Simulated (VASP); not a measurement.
# Ge (Pm-3m) in VASP: a series of runs

Ge is run at these levels: revPBE; tasks: single point, relaxation of cell and atoms.

All numbers are computed with VASP 6.6.1; they aren't measurements. Logs are shortened: lines on timing, memory, paths and dates and some standing lists are left out, and cuts for length are marked.

### 1 The cell of the first run

It takes space group Pm-3m (No. 221, cubic). Conventional cell: a = 2.835 Å, b = 2.835 Å, c = 2.835 Å, α = 90.00°, β = 90.00°, γ = 90.00°. Within 3.7 Å of Ge (site symmetry m-3m) lie 6 Ge at 2.84 Å.

### 2 Single point, revPBE (volume scaled by 1.12)

Input file INCAR:

```
SYSTEM = Ge
ALGO = Normal
EDIFF = 1E-7
ENCUT = 520
GGA = RE
ISIF = 2
ISMEAR = -1
LASPH = .True.
LCHARG = .False.
LREAL = .False.
LWAVE = .False.
NBANDS = 13
NELM = 100
PREC = Accurate
SIGMA = 0.1
```

Input file KPOINTS:

```
k-points
0
Gamma
  13 13 13
  0 0 0
```

Input file POSCAR:

```
Ge
1.0
    2.8351428186      0.0000000000      0.0000000000
    0.0000000000      2.8351428186      0.0000000000
    0.0000000000      0.0000000000      2.8351428186
Ge
1
Direct
    0.0000000000      0.0000000000      0.0000000000
```

Potentials or basis: VASP PAW PBE potentials, release 64 (Ge_d).

Launch:

```sh
> cat potpaw_PBE.64/Ge_d/POTCAR > POTCAR
> mpirun -np 1 vasp_std > vasp.out
```

OUTCAR:

```text
SYSTEM = Ge
   EDIFF = 1E-7
   ENCUT = 520
   GGA = RE
   ISIF = 2
   ISMEAR = -1
   LASPH = .True.
   LREAL = .False.
   NELM = 100
   PREC = Accurate

 ion  position               nearest neighbor table
   1  0.000  0.000  0.000-

  LATTYP: Found a simple cubic cell.
 ALAT       =     2.8351428186

  Lattice vectors:

 A1 = (   2.8351428186,   0.0000000000,   0.0000000000)
 A2 = (   0.0000000000,   2.8351428186,   0.0000000000)
 A3 = (   0.0000000000,   0.0000000000,   2.8351428186)

Analysis of symmetry for initial positions (statically):
=====================================================================
 Subroutine PRICEL returns:
 Original cell was already a primitive cell.

 Routine SETGRP: Setting up the symmetry group for a
 simple cubic supercell.

 Subroutine GETGRP returns: Found 48 space group operations
 (whereof 48 operations were pure point group operations)
 out of a pool of 48 trial point group operations.

The static configuration has the point symmetry O_h .

Analysis of symmetry for dynamics (positions and initial velocities):
=====================================================================
 Subroutine PRICEL returns:
 Original cell was already a primitive cell.

 Routine SETGRP: Setting up the symmetry group for a
 simple cubic supercell.

 Subroutine GETGRP returns: Found 48 space group operations
 (whereof 48 operations were pure point group operations)
 out of a pool of 48 trial point group operations.

The dynamic configuration has the point symmetry O_h .

 Subroutine INISYM returns: Found 48 space group operations
 (whereof 48 operations are pure point group operations),
 and found     1 'primitive' translations

----------------------------------------------------------------------------------------

                                     Primitive cell

  volume of cell :      22.7890

  direct lattice vectors                    reciprocal lattice vectors
     2.835142819  0.000000000  0.000000000     0.352715917  0.000000000  0.000000000
     0.000000000  2.835142819  0.000000000     0.000000000  0.352715917  0.000000000
     0.000000000  0.000000000  2.835142819     0.000000000  0.000000000  0.352715917

  length of vectors
     2.835142819  2.835142819  2.835142819     0.352715917  0.352715917  0.352715917

  position of ions in fractional coordinates (direct lattice)
     0.000000000  0.000000000  0.000000000

  ion indices of the primitive-cell ions
[... 75 lines left out ...]
   LREAL  =      F    real-space projection
   EDIFFG = 0.1E-05   stopping-criterion for IOM
   NSW    =      0    number of steps for IOM
   IBRION =     -1    ionic relax: 0-MD 1-quasi-New 2-CG
   NFREE  =      0    steps in history (QN), initial steepest desc. (CG)
   ISIF   =      2    stress and relaxation
   ISYM   =      2    0-nonsym 1-usesym 2-fastsym
   POTIM  = 0.5000    time-step for ionic-motion
   TEBEG  =    0.0;   TEEND  =   0.0 temperature during run
   PSTRESS=    0.0 pullay stress
   NELECT =      14.0000    total number of electrons
   NUPDOWN=      -1.0000    fix difference up-down
   EMIN   =  10.00;   EMAX   =-10.00  energy-range for DOS
   EFERMI =   0.00;   METHOD = LEGACY
   ISMEAR =    -1;   SIGMA  =   0.10  broadening in eV -4-tet -1-fermi 0-gaus
   EFERMI_NEDOS =   21; number of points for ismear=-14 and -15
   IALGO  =     38    algorithm
   IMIX   =      4    mixing-type and parameters
     AMIX     =   0.40;   BMIX     =  1.00
     AMIX_MAG =   1.60;   BMIX_MAG =  1.00
  volume/ion in A,a.u.               =      22.79       153.79
  Fermi-wavevector in a.u.,A,eV,Ry     =   1.391690  2.629913 26.351786  1.936802
  Thomas-Fermi vector in A             =   2.515505
   LORBIT       =      0    0 simple, 1 ext, 2 COOP (PROOUT), +10 PAW based schemes
   GGA     = RE    functional components
   LHFCALC =     F    Hartree Fock is set to
   AEXX    =    0.0000 exact exchange contribution
   IVDW    =     0    specifies the selected vdW correction
   LEPSILON=     F    determine dielectric tensor
   LRPA    =     F    only Hartree local field effects (RPA)
 non-spin polarized calculation
  energy-cutoff  :      520.00
  volume of cell :       22.79
 maximum number of plane-waves:       627
 NGX is ok and might be reduce to    24
   NGX = 11   NGY = 11   NGZ = 11

 number of electron      13.9999981 magnetization

 Free energy of the ion-electron system (eV)
  ---------------------------------------------------
  ext. energy  EPLUGINS =         0.00000000
  ---------------------------------------------------
  free energy    TOTEN  =        -3.93136848 eV

  energy without entropy =       -3.91529008  energy(sigma->0) =       -3.92332928

 E-fermi :   4.7412     XC(G=0): -10.1783

 val. band max:        4.7363250271   @ k =   0.3077   0.3077   0.0769
 cond. band min:       4.8095374976   @ k =   0.2308   0.0000   0.0000
 fundamental gap:      0.0732124705
 Fermi energy:         4.7412268656

 k-point     1 :       0.0000    0.0000    0.0000
  band No.  band energies     occupation
      1     -19.9410      2.00000
      2     -19.9410      2.00000
      3     -19.7797      2.00000
      4     -19.7797      2.00000
      5     -19.7797      2.00000
      6      -7.0288      2.00000
      7      10.5946      0.00000
      8      10.5946      0.00000
      9      10.5946      0.00000
     10      14.1923      0.00000
     11      14.1923      0.00000
     12      15.8230      0.00000
     13      30.9729      0.00000
[... 354 lines left out ...]
  band No.  band energies     occupation
      1     -19.8856      2.00000
      2     -19.8539      2.00000
      3     -19.8130      2.00000
      4     -19.8041      2.00000
      5     -19.7765      2.00000
      6      -3.0781      2.00000
      7       2.6354      2.00000
      8       5.0356      0.10010
      9      11.6998      0.00000
     10      13.8546      0.00000
     11      18.8736      0.00000
     12      22.3497      0.00000
     13      22.9229      0.00000

 [... further k-points ...]
[... 5 lines left out ...]
  --------------------------------------------------------------------------------------
  -------------------------------------------------------------------------------------
  Total       -0.7996676     -0.7996676     -0.7996676      0.0000000      0.0000000     -0.0000000
  in kB      -56.2205746    -56.2205746    -56.2205746      0.0000000      0.0000000     -0.0000000
  external PRESSURE =     -56.2205746 kB  Pullay stress =       0.0000000 kB

 VOLUME and BASIS-vectors are now :
 -----------------------------------------------------------------------------
  energy-cutoff  :      520.00
  volume of cell :       22.79
      direct lattice vectors                 reciprocal lattice vectors
     2.835142819  0.000000000  0.000000000     0.352715917  0.000000000  0.000000000
     0.000000000  2.835142819  0.000000000     0.000000000  0.352715917  0.000000000
     0.000000000  0.000000000  2.835142819     0.000000000  0.000000000  0.352715917

 POSITION                                       TOTAL-FORCE (eV/Angst)
 -----------------------------------------------------------------------------------
      0.00000      0.00000      0.00000         0.000000      0.000000      0.000000
 -----------------------------------------------------------------------------------
    total drift:                                0.000000      0.000000      0.000000

  FREE ENERGIE OF THE ION-ELECTRON SYSTEM (eV)
  ---------------------------------------------------
  free  energy   TOTEN  =        -3.9313684796 eV

  energy  without entropy=       -3.9152900787  energy(sigma->0) =       -3.92332928
```

stdout:

```text
POSCAR found type information on POSCAR Ge
 POSCAR found :  1 types and       1 ions
 scaLAPACK will be used
 -----------------------------------------------------------------------------
|                                                                             |
|                                                                             |
|     You enforced a specific xc type in the INCAR file but a different       |
|     I HOPE YOU KNOW WHAT YOU ARE DOING!                                     |
|                                                                             |
 -----------------------------------------------------------------------------

 LDA part: xc-table for (Slater+PW92), standard interpolation
 POSCAR, INCAR and KPOINTS ok, starting setup
 FFT: planning ... GRIDC
 FFT: planning ... GRID_SOFT
 FFT: planning ... GRID
 WAVECAR not read
 entering main loop
```

It took 28 s on 1 thread of Intel Xeon 6975P-C, shared host; peak memory 0.15 GiB.

What came out:

```
Free energy            : -3.9314 eV
Pressure               : -5.6 GPa
Band gap on the k mesh : zero (band 7 reaches 10.59 eV, above the bottom of band 8 at 2.73 eV)
```

Caveat: the cell differs from its parent crystal (volume scaled by 1.12); the PAW data sets were made with another functional, which shifts forces and pressure a little.

### 3 Relaxation of cell and atoms, revPBE

This run uses another cell than the first one, of 20.78 Å³/atom, 0.912 times its volume.

Input file INCAR:

```
SYSTEM = Ge
PREC = Accurate
ENCUT = 600
EDIFF = 1E-7
ISMEAR = -1
SIGMA = 0.1
LREAL = .FALSE.
LASPH = .TRUE.
NELM = 60
ALGO = Normal
ISIF = 3
LWAVE = .FALSE.
LCHARG = .FALSE.
GGA = RE
IBRION = 2
NSW = 80
EDIFFG = -0.01
```

Input file KPOINTS:

```
Automatic mesh
0
G
  11 11 11
  0 0 0
```

Input file POSCAR:

```
Ge
1.0
    2.7491475330      0.0000000000      0.0000000000
    0.0000000000      2.7491475330      0.0000000000
    0.0000000000      0.0000000000      2.7491475330
Ge
1
Direct
    0.0000000000      0.0000000000      0.0000000000
```

Potentials or basis: VASP PAW PBE potentials, release 64 (Ge_d).

Launch:

```sh
> cat potpaw_PBE.64/Ge_d/POTCAR > POTCAR
> mpirun -np 1 vasp_std > vasp.out
```

Run time: 32 s. Hardware: 1 thread of Intel Xeon 6975P-C, shared host; peak memory 0.15 GiB.

Results (log left out):

```
Free energy                            : -3.9633 eV
Relaxed volume                         : 20.32 Å³/atom
Relaxed cell                           : a = 2.729 Å, b = 2.729 Å, c = 2.729 Å, α = 90.00°, β = 90.00°, γ = 90.00°
Space group after relaxing (to 0.05 Å) : Pm-3m (No. 221)
Energy gained by relaxing              : 1.6 meV/atom
Ionic steps                            : 2
Pressure after relaxing                : 0.1 GPa
Band gap on the k mesh                 : zero (band 7 reaches 12.29 eV, above the bottom of band 8 at 3.66 eV)
```

The path:
```
step  energy change (eV)  largest force (eV/Å)  pressure (GPa)  volume (Å³)
   1              0.0000                0.0000           -1.18        20.78
   2             -0.0016                0.0000            0.05        20.32
```

Final structure:
```xyz
1
Lattice="2.7288 0.0000 0.0000 0.0000 2.7288 0.0000 0.0000 0.0000 2.7288" Properties=species:S:1:pos:R:3 pbc="T T T"
Ge    0.0000    0.0000    0.0000
```

Levels at points of the mesh, in eV from the Fermi level:
| k point | band 5 | band 6 | band 7 | band 8 | band 9 | band 10 |
| --- | --- | --- | --- | --- | --- | --- |
| (0.00, 0.00, 0.00) | -24.35 | -12.45 | 6.62 | 6.62 | 6.62 | 10.02 |

Caveat: the PAW data sets were made with another functional, which shifts forces and pressure a little.
